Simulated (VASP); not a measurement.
A run of VASP 6.6.1 is set up as follows.

POSCAR

```
IrS
1.0
    0.0000000000      2.4572839564      2.4572839564
    2.4572839564      0.0000000000      2.4572839564
    2.4572839564      2.4572839564      0.0000000000
Ir S
1 1
Direct
    0.5000000000      0.5000000000      0.5000000000
    0.0000000000      0.0000000000      0.0000000000
```

Contents of INCAR.step1:

```
PREC = Accurate
ENCUT = 620
ISMEAR = 0
SIGMA = 0.05
LREAL = F
LASPH = T
NELM = 120
NBANDS = 18
GGA = PE
ALGO = Normal
EDIFF = 1E-5
LWAVE = T
LCHARG = F
GGA_COMPAT = F
```

Contents of INCAR.step2:

```
PREC = Accurate
ENCUT = 620
EDIFF = 1E-6
ISMEAR = 0
SIGMA = 0.05
LREAL = F
LASPH = T
NELM = 120
ALGO = Normal
ISIF = 2
LWAVE = F
LCHARG = F
METAGGA = R2SCAN
LMIXTAU = T
NBANDS = 18
ISTART = 1
GGA_COMPAT = F
```

File KPOINTS:

```
regular mesh
0
Gamma
  12 12 12
```

Potentials or basis: VASP PAW PBE potentials, release 64 (Ir_sv_GW, S).

Run with:

```console
$ cat potpaw_PBE.64/Ir_sv_GW/POTCAR potpaw_PBE.64/S/POTCAR > POTCAR
$ cp INCAR.step1 INCAR
$ mpirun -np 1 vasp_std > vasp.out
$ cp INCAR.step2 INCAR
$ mpirun -np 1 vasp_std > vasp.out
```

Question: Predict the band gap on the k mesh.

Answer: Zero (an odd number of electrons rules out a gap without spin polarisation).

Question: Estimate the pressure.

Answer: 0.1 GPa.

Caveat: the PAW data sets were made with another functional, which shifts forces and pressure a little; spin-orbit coupling is left out, which moves the levels of the heavy elements; an odd number of electrons without spin polarisation forces a metal; a magnetic or distorted state may lie lower.
